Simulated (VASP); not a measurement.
A run of VASP 6.6.1:

The input INCAR:

```
SYSTEM = AlC2
ALGO = Normal ; EDIFF = 1E-6
ENCUT = 520 ; GGA = PE
ISIF = 2 ; ISMEAR = 0
LASPH = .TRUE. ; LCHARG = .FALSE.
LREAL = .FALSE. ; LWAVE = .FALSE.
NBANDS = 12 ; NELM = 60
PREC = Accurate ; SIGMA = 0.1
```

File KPOINTS:

```
k-points
0
G
  8 8 8
  0 0 0
```

The input POSCAR:

```
AlC2
1.0
   -1.6465143239      1.6465143239      2.6291086622
    1.6465143239     -1.6465143239      2.6291086622
    1.6465143239      1.6465143239     -2.6291086622
Al C
1 2
Direct
    0.0000000000      0.0000000000      0.0000000000
    0.6269803306      0.6269803306      0.0000000000
    0.3730196694      0.3730196694      0.0000000000
```

Potentials or basis: VASP PAW PBE potentials, release 64 (Al, C).

The run is started by

```sh
$ cat potpaw_PBE.64/Al/POTCAR potpaw_PBE.64/C/POTCAR > POTCAR
$ mpirun -np 1 vasp_std > vasp.out
```

Hardware: 1 thread of AMD EPYC 7R13 (shared host).

How long does it take, and how much memory?

Run time: 40 s on 1 thread of AMD EPYC 7R13, with other jobs on the host, peak memory 0.16 GiB. Counts: scf iterations 12, k points 59.
